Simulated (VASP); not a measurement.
Runs of VASP 6.6.1 on Ag3SnSe. The structure is that of space group Pm-3m (No. 221), or close to it. The cells are those of the table. 

```csv
task,spin,cell,cutoff (eV),gap on the mesh (eV),pressure (GPa)
single point,off,"a = 4.873 Å, 5 atoms",520,none,(a)
single point,"collinear, ferromagnetic start","a = 5.228 Å, 5 atoms",520,none,0.0
single point,off,"a = 5.228 Å, 5 atoms",520,none,-0.1
relaxation of cell and atoms,off,"relaxed from a = 4.873 Å, 5 atoms",600,none,0.2
```

Alike in all rows: level PBE; potentials or basis VASP PAW PBE potentials, release 64 (Ag, Sn_d, Se); k mesh 4 × 4 × 4; smearing gaussian 0.1 eV.

Fill in the values left out.

(a) 13.8.

Caveats: spin-orbit coupling is left out, which moves the levels of the heavy elements.

A k mesh can miss the band edges, and the runs leave out spin-orbit coupling on Ag, Se, Sn.

A gap of «none» marks levels without a gap at the run's occupations.
